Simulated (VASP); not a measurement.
Input of a VASP 6.6.1 run:

The input POSCAR:

```
PbSe
1.0
    0.0000000000      3.4232041310      3.4232041310
    3.4232041310      0.0000000000      3.4232041310
    3.4232041310      3.4232041310      0.0000000000
Pb Se
1 1
Direct
    0.0000000000      0.0000000000      0.0000000000
    0.2500000000      0.2500000000      0.2500000000
```

INCAR.step1

```
ALGO = Normal
EDIFF = 1E-5
ENCUT = 550
GGA = PE
GGA_COMPAT = F
ISMEAR = 1
LASPH = T
LCHARG = F
LREAL = F
LWAVE = T
NBANDS = 17
NELM = 120
PREC = Accurate
SIGMA = 0.5
```

File INCAR.step2:

```
ALGO = Normal
EDIFF = 1E-6
ENCUT = 550
GGA_COMPAT = F
ISIF = 2
ISMEAR = 1
ISTART = 1
LASPH = T
LCHARG = F
LMIXTAU = T
LREAL = F
LWAVE = F
METAGGA = R2SCAN
NBANDS = 17
NELM = 120
PREC = Accurate
SIGMA = 0.5
```

Contents of KPOINTS:

```
k-points
0
Gamma
  4 4 4
```

Potentials or basis: VASP PAW PBE potentials, release 64 (Pb_d, Se).

Command:

```bash
$ cat potpaw_PBE.64/Pb_d/POTCAR potpaw_PBE.64/Se/POTCAR > POTCAR
$ cp INCAR.step1 INCAR
$ mpirun -np 1 vasp_std > vasp.out
$ cp INCAR.step2 INCAR
$ mpirun -np 1 vasp_std > vasp.out
```

Task: Predict the pressure.

Result: -0.1 GPa.

Task: Predict the band gap on the k mesh.

Result: 0.79 eV, indirect (least direct gap 1.34 eV).

Caveat: the PAW data sets were made with another functional, which shifts forces and pressure a little; spin-orbit coupling is left out, which moves the levels of the heavy elements. A k mesh can miss the band edges.
